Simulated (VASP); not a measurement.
Wanted: the native input for a VASP 6.6.1 run.

| Quantity | Value |
| --- | --- |
| Task | relaxation of cell and atoms |
| Functional | PBE |
| Potentials or basis | VASP PAW PBE potentials, release 64 (Hg, Se) |
| Cutoff | 600 eV |
| k mesh | 12 × 12 × 12 |
| Occupations | gaussian, width 0.1 eV |
| Spin | no spin polarisation |
| Dipole correction | no |
| Further INCAR settings | ALGO = Normal; EDIFF = 1e-06; IBRION = 2; EDIFFG = -0.01; NSW = 100; ISIF = 3 |

The structure of Hg2Se lies in POSCAR:

```
Hg2Se
1.0
    0.0000000000      3.3900208400      3.3900208400
    3.3900208400      0.0000000000      3.3900208400
    3.3900208400      3.3900208400      0.0000000000
Hg Se
2 1
Direct
    0.2500000000      0.2500000000      0.2500000000
    0.7500000000      0.7500000000      0.7500000000
    0.0000000000      0.0000000000      0.0000000000
```

The input as run:

INCAR

```
  PREC = Accurate
  ENCUT = 600
  EDIFF = 1E-6
  ISMEAR = 0
  SIGMA = 0.1
  LREAL = False
  LASPH = True
  NELM = 60
  ALGO = Normal
  ISIF = 3
  LWAVE = False
  LCHARG = False
  GGA = PE
  IBRION = 2
  NSW = 100
  EDIFFG = -0.01
```

KPOINTS

```
Automatic mesh
0
Gamma
  12 12 12
```

Potentials or basis: VASP PAW PBE potentials, release 64 (Hg, Se).

Run with:

```bash
$ cat potpaw_PBE.64/Hg/POTCAR potpaw_PBE.64/Se/POTCAR > POTCAR
$ mpirun -np 1 vasp_std > vasp.out
```

Results of the run:

| Quantity | Value |
| --- | --- |
| Relaxed volume | 28.44 Å³/atom |
| Relaxed cell | a = 4.941 Å, b = 4.941 Å, c = 4.941 Å, α = 60.00°, β = 60.00°, γ = 60.00° |
| Space group after relaxing (to 0.05 Å) | Fm-3m (No. 225) |
| Energy gained by relaxing | 28.2 meV/atom |
| Ionic steps | 3 |
| Pressure after relaxing | 0.0 GPa |
| Band gap on the k mesh | zero (band 15 reaches 2.49 eV, above the bottom of band 16 at 1.17 eV) |

Caveat: spin-orbit coupling is left out, which moves the levels of the heavy elements.

Run time: 8 min on 1 thread of AMD EPYC 7R43 64-Core Processor (Zen 3), on a shared host, peak memory 0.28 GiB.
